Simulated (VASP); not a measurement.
Wanted: the native input for a VASP 6.6.1 run.

```
Task                   : relaxation of cell and atoms
Functional             : SVWN5
Potentials or basis    : VASP PAW PBE potentials, release 64 (Ni, O)
Cutoff                 : 600 eV
k mesh                 : 11 × 11 × 11
Occupations            : fermi-dirac, width 0.05 eV
Spin                   : collinear spin, ferromagnetic start
Starting moments       : [1.0, 0.0] μB
Dipole correction      : no
Further INCAR settings : ALGO = Normal; EDIFF = 1e-06; IBRION = 2; EDIFFG = -0.01; NSW = 60; ISIF = 3
```

The structure of NiO lies in POSCAR:

```
NiO
1.0
    0.0000000000      2.0859016414      2.0859016414
    2.0859016414      0.0000000000      2.0859016414
    2.0859016414      2.0859016414      0.0000000000
Ni O
1 1
Direct
    0.0000000000      0.0000000000      0.0000000000
    0.5000000000      0.5000000000      0.5000000000
```

The input as run:

INCAR

```
SYSTEM = NiO
ALGO     = Normal         ! electronic algorithm
EDIFF    = 1E-6           ! SCF threshold, eV
EDIFFG   = -0.01          ! ionic threshold
ENCUT    = 600            ! plane-wave cutoff, eV
GGA      = VW             ! functional
IBRION   = 2              ! ionic algorithm
ISIF     = 3              ! what is computed and relaxed
ISMEAR   = -1             ! smearing method
ISPIN    = 2              ! spin polarisation
LASPH    = .TRUE.         ! aspherical terms in the spheres
LCHARG   = .FALSE.        ! write CHGCAR
LMAXMIX  = 4              ! l up to which the mixer works
LORBIT   = 11             ! projections on sites
LREAL    = .FALSE.        ! projectors in reciprocal space
LWAVE    = .FALSE.        ! write WAVECAR
MAGMOM   = 1 0            ! initial moments
NELM     = 150            ! most SCF steps
NSW      = 60             ! ionic steps
PREC     = Accurate       ! precision mode
SIGMA    = 0.05           ! smearing width, eV
```

KPOINTS

```
k-points
0
G
  11 11 11
  0 0 0
```

Potentials or basis: VASP PAW PBE potentials, release 64 (Ni, O).

Command:

```bash
$ cat potpaw_PBE.64/Ni/POTCAR potpaw_PBE.64/O/POTCAR > POTCAR
$ mpirun -np 1 vasp_std > vasp.out
```

Results of the run:

```json
{"Relaxed volume": "8.27 Å³/atom", "Relaxed cell": "a = 2.860 Å, b = 2.860 Å, c = 2.860 Å, α = 60.00°, β = 60.00°, γ = 60.00°", "Space group after relaxing (to 0.05 Å)": "Fm-3m (No. 225)", "Energy gained by relaxing": "54.2 meV/atom", "Ionic steps": "4", "Pressure after relaxing": "0.0 GPa", "Net moment": "0.36 μB per cell", "Site moments": "Ni +0.31; O +0.05 μB", "Valence electrons inside the program's atomic spheres": "Ni 9.28; O 4.95"}
```

Caveat: the PAW data sets were made with another functional, which shifts forces and pressure a little.

Run time: 50 s on 1 thread of Intel Xeon 6975P-C (shared host), peak memory 0.16 GiB.
